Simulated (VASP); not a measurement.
# Li8H3F5 (P1) in VASP: notebook

Aim: see how the results for Li8H3F5 move with the level of theory and the settings. Levels: PBEsol, HSE06. Tasks: single point.

Program: VASP 6.6.1. These are calculated values, not measurements. Logs are shortened: lines on timing, memory, paths and dates and some standing lists are left out, and cuts for length are marked.

## Step 1: The cell of the first run

The typed cell holds 64 atoms: a = 8.016 Å, b = 8.016 Å, c = 8.016 Å, α = 90.00°, β = 90.00°, γ = 90.00°.

## Step 2: Single point, PBEsol

INCAR reads:

```
SYSTEM = Li8H3F5
PREC     = Accurate       ! precision mode
ENCUT    = 520            ! plane-wave cutoff, eV
EDIFF    = 1E-7           ! SCF threshold, eV
ISMEAR   = -1             ! smearing method
SIGMA    = 0.05           ! smearing width, eV
LREAL    = Auto         
LASPH    = .TRUE.         ! aspherical terms in the spheres
NELM     = 60             ! most SCF steps
ALGO     = Normal         ! electronic algorithm
ISIF     = 2              ! what is computed and relaxed
LWAVE    = .FALSE.        ! write WAVECAR
LCHARG   = .FALSE.        ! write CHGCAR
GGA      = PS             ! functional
NBANDS   = 162            ! bands
ISYM     = 0
```

KPOINTS reads:

```
Automatic mesh
0
Gamma
  1 1 1
  0.25 0.25 0.25
```

POSCAR reads:

```
Li8H3F5
1.0
    8.0158512701      0.0000000000      0.0000000000
    0.0000000000      8.0158512701      0.0000000000
    0.0000000000      0.0000000000      8.0158512701
F H Li
20 12 32
Direct
    0.2506190000      0.9994030000      0.9997670000
    0.2502230000      0.0003730000      0.4998280000
    0.2501660000      0.4999890000      0.9994550000
    0.7502310000      0.9991160000      0.5001390000
    0.0010870000      0.2500590000      0.0005170000
    0.0003930000      0.2496170000      0.5003060000
    0.9999400000      0.7499820000      0.9996980000
    0.5002900000      0.2495490000      0.5002440000
    0.5000920000      0.7498010000      0.9993220000
    0.0003870000      0.9997110000      0.2500080000
    0.0002690000      0.9997040000      0.7497140000
    0.0001080000      0.4995830000      0.7507350000
    0.5001360000      0.9997130000      0.2502400000
    0.5001410000      0.9994810000      0.7493070000
    0.5001830000      0.4998890000      0.7502320000
    0.2502360000      0.2496230000      0.2497670000
    0.2506580000      0.2502290000      0.7499940000
    0.7507840000      0.2491890000      0.2510620000
    0.7499480000      0.7508930000      0.2491200000
    0.7498130000      0.7496140000      0.7503670000
    0.2505330000      0.5022010000      0.4985170000
    0.7494720000      0.0015230000      0.9989970000
    0.7496040000      0.4987820000      0.0018420000
    0.7502340000      0.5008110000      0.4994850000
    0.0008530000      0.7469490000      0.4988840000
    0.5026010000      0.2513100000      0.0005510000
    0.4991800000      0.7469730000      0.4988110000
    0.9998430000      0.5013400000      0.2514890000
    0.5001580000      0.5003900000      0.2509400000
    0.2503320000      0.7473830000      0.2513870000
    0.2501660000      0.7488620000      0.7473830000
    0.7495190000      0.2512000000      0.7514370000
    0.0012210000      0.9997330000      0.9997030000
    0.0009260000      0.0002030000      0.5002920000
    0.0014550000      0.4999670000      0.9989430000
    0.0006150000      0.4992830000      0.5014570000
    0.4994810000      0.9987890000      0.9992810000
    0.4995560000      0.0002320000      0.4998850000
    0.4993530000      0.5008870000      0.9986720000
    0.5000100000      0.4991150000      0.5015140000
    0.2496000000      0.2506630000      0.0007560000
    0.2506310000      0.2492910000      0.4993210000
    0.2500580000      0.7490250000      0.0005920000
    0.2503760000      0.7494600000      0.4989460000
    0.7514720000      0.2507350000      0.0022230000
    0.7504700000      0.2490450000      0.4986930000
    0.7503820000      0.7495050000      0.0006790000
    0.7500320000      0.7501280000      0.4987090000
    0.2503470000      0.0001540000      0.2501000000
    0.2505220000      0.0001350000      0.7492240000
    0.2504490000      0.4993890000      0.2497740000
    0.2507810000      0.4996080000      0.7504750000
    0.7500170000      0.9994430000      0.2507220000
    0.7496450000      0.9986530000      0.7492300000
    0.7499150000      0.5006390000      0.2505100000
    0.7497130000      0.5013550000      0.7502790000
    0.9995700000      0.2498270000      0.2506730000
    0.0003800000      0.2507170000      0.7503540000
    0.9984560000      0.7496510000      0.2493070000
    0.9987170000      0.7488760000      0.7504560000
    0.5014530000      0.2500070000      0.2507920000
    0.5006830000      0.2504980000      0.7496760000
    0.5016400000      0.7495900000      0.2491590000
    0.5012350000      0.7490020000      0.7503700000
```

Potentials or basis: VASP PAW PBE potentials, release 64 (F, H, Li_sv).

Command:

```sh
cat potpaw_PBE.64/F/POTCAR potpaw_PBE.64/H/POTCAR potpaw_PBE.64/Li_sv/POTCAR > POTCAR
mpirun -np 1 vasp_std > vasp.out
```

OUTCAR:

```text
SYSTEM = Li8H3F5
   PREC = Accurate
   ENCUT = 520
   EDIFF = 1E-7
   ISMEAR = -1
   LREAL = Auto
   LASPH = .TRUE.
   NELM = 60
   ISIF = 2
   GGA = PS
   ISYM = 0

 ion  position               nearest neighbor table
   1  0.251  0.999  1.000-  37 1.99  33 2.00  49 2.01  43 2.01  50 2.01  41 2.01
   2  0.250  0.000  0.500-  42 2.00  34 2.00  38 2.00  50 2.00  49 2.00  44 2.01
   3  0.250  0.500  0.999-  35 1.99  52 2.00  43 2.00  39 2.00  41 2.00  51 2.01
   4  0.750  0.999  0.500-  48 2.00  54 2.00  53 2.00  46 2.00  38 2.01  34 2.01
   5  0.001  0.250  0.001-  41 1.99  45 2.00  35 2.00  57 2.01  58 2.01  33 2.01
   6  0.000  0.250  0.500-  34 2.00  57 2.00  36 2.00  46 2.00  58 2.00  42 2.01
[... 22 lines left out ...]
  29  0.500  0.500  0.251-
  30  0.250  0.747  0.251-
  31  0.250  0.749  0.747-
  32  0.750  0.251  0.751-
  33  0.001  1.000  1.000-   1 2.00   7 2.00  11 2.00  10 2.01   5 2.01
  34  0.001  0.000  0.500-   2 2.00   6 2.00  11 2.00  10 2.01   4 2.01
  35  0.001  0.500  0.999-  12 1.99   3 1.99   5 2.00   7 2.00
  36  0.001  0.499  0.501-  12 2.00   6 2.00
  37  0.499  0.999  0.999-   1 1.99   9 2.00  14 2.00  13 2.01
  38  0.500  0.000  0.500-   8 2.00   2 2.00  14 2.00  13 2.00   4 2.01
  39  0.499  0.501  0.999-  15 1.99   9 2.00   3 2.00
  40  0.500  0.499  0.502-  15 1.99   8 2.00
  41  0.250  0.251  0.001-   5 1.99  16 2.00   3 2.00  17 2.01   1 2.01
  42  0.251  0.249  0.499-   2 2.00  16 2.00   8 2.00   6 2.01  17 2.01
  43  0.250  0.749  0.001-   3 2.00   9 2.00   7 2.00   1 2.01
  44  0.250  0.749  0.499-   2 2.01
  45  0.751  0.251  0.002-  18 1.99   5 2.00
  46  0.750  0.249  0.499-  18 1.98   6 2.00   4 2.00   8 2.01
  47  0.750  0.750  0.001-  19 1.99   7 2.00   9 2.01  20 2.01
  48  0.750  0.750  0.499-   4 2.00  19 2.00  20 2.02
  49  0.250  0.000  0.250-  16 2.00   2 2.00  13 2.00  10 2.00   1 2.01
  50  0.251  0.000  0.749-   2 2.00  14 2.00  17 2.00  11 2.01   1 2.01
  51  0.250  0.499  0.250-  16 2.00   3 2.01
  52  0.251  0.500  0.750-   3 2.00  17 2.00  15 2.00  12 2.01
  53  0.750  0.999  0.251-  19 1.99   4 2.00  18 2.00  13 2.00  10 2.01
  54  0.750  0.999  0.749-  20 2.00   4 2.00  14 2.00  11 2.01
  55  0.750  0.501  0.251-  19 2.01  18 2.02
  56  0.750  0.501  0.750-  20 1.99  15 2.00  12 2.01
  57  1.000  0.250  0.251-  18 1.99   6 2.00  10 2.00   5 2.01  16 2.01
  58  0.000  0.251  0.750-  12 1.99   6 2.00   5 2.01  17 2.01  11 2.01
  59  0.998  0.750  0.249-  19 1.99   7 2.00  10 2.00
  60  0.999  0.749  0.750-  20 2.00   7 2.00  12 2.00  11 2.01
  61  0.501  0.250  0.251-  18 2.00   8 2.00  13 2.01  16 2.01
  62  0.501  0.250  0.750-  15 2.00   8 2.00  17 2.00  14 2.01
  63  0.502  0.750  0.249-  19 1.99   9 2.00  13 2.01
  64  0.501  0.749  0.750-  20 1.99   9 2.00  15 2.00  14 2.01

IMPORTANT INFORMATION: All symmetrisations will be switched off!
NOSYMM: (Re-)initialisation of all symmetry stuff for point group C_1.

[... 207 lines left out ...]
   PSTRESS=    0.0 pullay stress
   NELECT =     248.0000    total number of electrons
   NUPDOWN=      -1.0000    fix difference up-down
   EMIN   =  10.00;   EMAX   =-10.00  energy-range for DOS
   EFERMI =   0.00;   METHOD = LEGACY
   ISMEAR =    -1;   SIGMA  =   0.05  broadening in eV -4-tet -1-fermi 0-gaus
   EFERMI_NEDOS =   21; number of points for ismear=-14 and -15
   IALGO  =     38    algorithm
   IMIX   =      4    mixing-type and parameters
     AMIX     =   0.40;   BMIX     =  1.00
     AMIX_MAG =   1.60;   BMIX_MAG =  1.00
  volume/ion in A,a.u.               =       8.05        54.31
  Fermi-wavevector in a.u.,A,eV,Ry     =   1.283145  2.424792 22.401464  1.646461
  Thomas-Fermi vector in A             =   2.415415
   LORBIT       =      0    0 simple, 1 ext, 2 COOP (PROOUT), +10 PAW based schemes
   GGA     = PS    functional components
   LHFCALC =     F    Hartree Fock is set to
   AEXX    =    0.0000 exact exchange contribution
   IVDW    =     0    specifies the selected vdW correction
   LEPSILON=     F    determine dielectric tensor
   LRPA    =     F    only Hartree local field effects (RPA)
 non-spin polarized calculation
  energy-cutoff  :      520.00
  volume of cell :      515.05
 maximum number of plane-waves:     13823
   NGX = 29   NGY = 29   NGZ = 29

 number of electron     247.9999442 magnetization

 Free energy of the ion-electron system (eV)
  ---------------------------------------------------
  ext. energy  EPLUGINS =         0.00000000
  ---------------------------------------------------
  free energy    TOTEN  =      -269.44913236 eV

  energy without entropy =     -269.44913236  energy(sigma->0) =     -269.44913236

 E-fermi :   2.3330     XC(G=0):  -9.6488

 val. band max:        1.0263667330   @ k =   0.2500   0.2500   0.2500
 cond. band min:       6.7723324973   @ k =   0.2500   0.2500   0.2500
 fundamental gap:      5.7459657643
 Fermi energy:         2.3329714809

 k-point     1 :       0.2500    0.2500    0.2500
  band No.  band energies     occupation
      1     -42.1446      2.00000
      2     -42.1288      2.00000
      3     -42.1242      2.00000
      4     -42.1148      2.00000
      5     -42.1113      2.00000
      6     -42.1076      2.00000
[... 545 lines left out ...]
    135       8.2062      0.00000
    136       8.4119      0.00000
 [bands above 136 left out]

------------------------ aborting loop because EDIFF is reached ----------------------------------------

  FORCE on cell =-STRESS in cart. coord.  units (eV):
  Direction    XX          YY          ZZ          XY          YZ          ZX
  --------------------------------------------------------------------------------------
  -------------------------------------------------------------------------------------
  Total       -0.8386726     -0.7468297     -0.8156555     -0.0136705     -0.1487691      0.0733557
  in kB       -2.6088798     -2.3231818     -2.5372800     -0.0425250     -0.4627797      0.2281894
  external PRESSURE =      -2.4897805 kB  Pullay stress =       0.0000000 kB

 VOLUME and BASIS-vectors are now :
 -----------------------------------------------------------------------------
  energy-cutoff  :      520.00
  volume of cell :      515.05
      direct lattice vectors                 reciprocal lattice vectors
     8.015851270  0.000000000  0.000000000     0.124752814  0.000000000  0.000000000
     0.000000000  8.015851270  0.000000000     0.000000000  0.124752814  0.000000000
     0.000000000  0.000000000  8.015851270     0.000000000  0.000000000  0.124752814

 POSITION                                       TOTAL-FORCE (eV/Angst)
 -----------------------------------------------------------------------------------
      2.00892      8.01107      8.01398         0.000434     -0.005413      0.002638
      2.00575      0.00299      4.00655         0.000124     -0.001290     -0.008537
      2.00529      4.00784      8.01148        -0.002223      0.005483      0.001223
      6.01374      8.00877      4.00904         0.000653     -0.006750     -0.000262
      0.00871      2.00444      0.00414        -0.001201      0.006241      0.005818
      0.00315      2.00089      4.01038         0.001706      0.003778      0.005463
[... 56 lines left out ...]
      4.02107      6.00860      1.99722         0.000898      0.005315     -0.001953
      4.01783      6.00389      6.01485         0.006074     -0.002957     -0.001426
 -----------------------------------------------------------------------------------
    total drift:                                0.078518     -0.065741     -0.012411

  FREE ENERGIE OF THE ION-ELECTRON SYSTEM (eV)
  ---------------------------------------------------
  free  energy   TOTEN  =      -269.4491323601 eV

  energy  without entropy=     -269.4491323601  energy(sigma->0) =     -269.44913236
```

Run time: 9.5 min. Hardware: 1 thread of Intel Xeon Platinum 8375C at 2.90GHz (Ice Lake), shared host; peak memory 0.59 GiB.

Results:

- Free energy: -269.4491 eV
- Largest force: 0.020 eV/Å
- Band gap on the k mesh: 5.75 eV, direct

Forces in eV/Å, atoms in the order of the input:
```
F    0.000 -0.005  0.003
F    0.000 -0.001 -0.009
F   -0.002  0.005  0.001
F    0.001 -0.007  0.000
F   -0.001  0.006  0.006
F    0.002  0.004  0.005
F    0.003 -0.008 -0.003
F    0.006  0.004 -0.003
F    0.003 -0.002  0.006
F   -0.004 -0.006  0.001
F   -0.001 -0.004 -0.002
F   -0.003  0.001  0.004
F    0.000 -0.003 -0.002
F   -0.005 -0.006 -0.004
F    0.001  0.005 -0.001
F    0.002  0.007  0.006
F    0.001  0.006  0.000
F   -0.001  0.008  0.006
F    0.000  0.002 -0.002
F    0.009 -0.007  0.003
H   -0.007  0.008 -0.005
H    0.001 -0.002  0.008
H    0.000  0.009 -0.005
H   -0.004 -0.002  0.003
H    0.001  0.003  0.003
H    0.004  0.001  0.000
H    0.003  0.003  0.001
H   -0.003 -0.002  0.002
H    0.008  0.004 -0.001
H   -0.003 -0.003 -0.001
H   -0.003  0.000  0.001
H    0.004  0.004  0.002
Li   0.016  0.007 -0.011
Li   0.009  0.004  0.006
Li   0.010  0.000 -0.006
Li   0.005 -0.002  0.009
Li  -0.013 -0.004 -0.006
Li  -0.009  0.003  0.007
Li  -0.010  0.004 -0.007
Li  -0.009  0.003  0.006
Li  -0.005 -0.006  0.005
Li  -0.004 -0.002 -0.007
Li   0.001  0.001  0.005
Li  -0.003 -0.008 -0.010
Li  -0.004 -0.005  0.000
Li   0.002 -0.001 -0.010
Li  -0.003  0.001  0.006
Li   0.000  0.001 -0.011
Li   0.007  0.009  0.005
Li   0.001  0.008 -0.005
Li   0.009 -0.005  0.002
Li  -0.001 -0.009 -0.002
Li  -0.006  0.010  0.007
Li  -0.003  0.000 -0.007
Li  -0.004  0.000  0.012
Li  -0.007 -0.001 -0.008
Li   0.003 -0.009 -0.002
Li   0.001 -0.009  0.005
Li  -0.002  0.004 -0.003
Li  -0.002  0.001  0.002
Li   0.005 -0.015  0.009
Li  -0.002 -0.002 -0.009
Li   0.001  0.005 -0.002
Li   0.006 -0.003 -0.001
```

Levels at points of the mesh, in eV from the valence-band top:
```tsv
k point	band 121	band 122	band 123	band 124	band 125	band 126	band 127	band 128
(0.25, 0.25, 0.25)	-0.55	-0.42	-0.30	0.00	5.75	5.89	6.04	6.25
```

Caveat: the k points lie up to 0.78 Å⁻¹ apart; the cutoff is under 1.25 times the usual one of these potentials, so pressure, stress and relaxed cells hold a basis-set (Pulay) error; the PAW data sets were made with another functional, which shifts forces and pressure a little. As with any semilocal functional, this PBEsol gap is likely too small.

## Step 3: Single point, HSE06

Changes to POSCAR since step 2:

```diff
@@ -2,5 +2,5 @@
 1.0
-    8.0158512701      0.0000000000      0.0000000000
-    0.0000000000      8.0158512701      0.0000000000
-    0.0000000000      0.0000000000      8.0158512701
+    8.0158510000      0.0000000000      0.0000000000
+    0.0000000000      8.0158510000      0.0000000000
+    0.0000000000      0.0000000000      8.0158510000
 F H Li
```

INCAR.step1 reads:

```
SYSTEM = Li8H3F5
  PREC = Accurate
  ENCUT = 520
  EDIFF = 1E-5
  ISMEAR = -1
  SIGMA = 0.05
  LREAL = Auto
  LASPH = .TRUE.
  NELM = 80
  ALGO = Normal
  ISIF = 2
  LWAVE = .TRUE.
  LCHARG = .FALSE.
  GGA = PE
  ISYM = 0
  NBANDS = 162
  LUSENCCL = .FALSE.
```

INCAR.step2 reads:

```
SYSTEM = Li8H3F5
  PREC = Accurate
  ENCUT = 520
  EDIFF = 1E-6
  ISMEAR = -1
  SIGMA = 0.05
  LREAL = Auto
  LASPH = .TRUE.
  NELM = 80
  ALGO = Normal
  ISIF = 2
  LWAVE = .FALSE.
  LCHARG = .FALSE.
  GGA = PE
  LHFCALC = .TRUE.
  HFSCREEN = 0.2079
  PRECFOCK = Fast
  ISTART = 1
  ISYM = 0
  NBANDS = 162
  LUSENCCL = .FALSE.
```

KPOINTS is that of step 2.

Potentials or basis: VASP PAW PBE potentials, release 64 (F, H, Li_sv).

Command:

```sh
cat potpaw_PBE.64/F/POTCAR potpaw_PBE.64/H/POTCAR potpaw_PBE.64/Li_sv/POTCAR > POTCAR
cp INCAR.step1 INCAR
mpirun -np 1 vasp_std > vasp.out
cp INCAR.step2 INCAR
mpirun -np 1 vasp_std > vasp.out
```

Run time: 27 min. Hardware: 1 × NVIDIA H100 80GB with 1 thread of AMD EPYC 7R13 (Zen 3), shared host; peak memory 1.6 GiB.

It converged, with:

- Free energy: -308.2281 eV
- Largest force: 0.029 eV/Å
- Band gap on the k mesh: 7.25 eV, direct

Forces on the atoms (eV/Å):
```
F    0.004 -0.011  0.003
F    0.000 -0.012 -0.009
F    0.001  0.009  0.008
F    0.002 -0.011  0.004
F   -0.008  0.009  0.006
F   -0.001  0.012  0.006
F    0.004 -0.010 -0.001
F    0.009  0.013 -0.004
F    0.003 -0.006  0.009
F   -0.003 -0.013  0.001
F   -0.003 -0.008 -0.002
F   -0.007  0.003  0.000
F    0.000 -0.007 -0.004
F   -0.002 -0.008 -0.002
F    0.005  0.005 -0.003
F    0.006  0.017  0.005
F    0.004  0.009  0.000
F   -0.003  0.016  0.001
F    0.001 -0.005 -0.001
F    0.011 -0.011  0.001
H   -0.007  0.006 -0.005
H    0.001 -0.002  0.006
H    0.001  0.007 -0.004
H   -0.004 -0.001  0.001
H    0.003  0.003  0.005
H    0.005  0.001  0.000
H    0.004  0.002  0.001
H   -0.003 -0.002  0.002
H    0.011  0.003 -0.002
H   -0.003 -0.004  0.001
H   -0.002 -0.002  0.000
H    0.004  0.005  0.002
Li   0.020  0.008 -0.010
Li   0.008  0.015  0.005
Li   0.013 -0.002 -0.011
Li   0.006 -0.003  0.008
Li  -0.017 -0.006 -0.003
Li  -0.008  0.013  0.007
Li  -0.014  0.005 -0.010
Li  -0.011  0.002  0.006
Li  -0.014 -0.009  0.002
Li  -0.006 -0.012 -0.004
Li   0.002  0.004  0.002
Li  -0.003 -0.004 -0.006
Li  -0.006 -0.010 -0.003
Li   0.000 -0.007 -0.014
Li  -0.005  0.004  0.004
Li   0.001  0.006 -0.006
Li   0.006  0.020  0.006
Li  -0.001  0.016 -0.002
Li   0.007 -0.006  0.000
Li  -0.004 -0.015  0.004
Li  -0.005  0.013  0.013
Li  -0.001 -0.002 -0.010
Li  -0.003 -0.004  0.009
Li  -0.005 -0.002 -0.009
Li   0.005 -0.021 -0.005
Li   0.010 -0.012  0.003
Li  -0.002  0.012 -0.006
Li  -0.002  0.006  0.009
Li  -0.001 -0.026  0.013
Li  -0.012 -0.005 -0.014
Li   0.002  0.014 -0.004
Li   0.009  0.001  0.006
```

Levels at points of the mesh, in eV from the valence-band top:
```csv
k point,band 122,band 123,band 124,band 125,band 126,band 127
"(0.25, 0.25, 0.25)",-0.47,-0.33,0.00,7.25,7.38,7.54
```

Caveat: the k points lie up to 0.78 Å⁻¹ apart; the cutoff is under 1.25 times the usual one of these potentials, so pressure, stress and relaxed cells hold a basis-set (Pulay) error; the PAW data sets were made with another functional, which shifts forces and pressure a little.
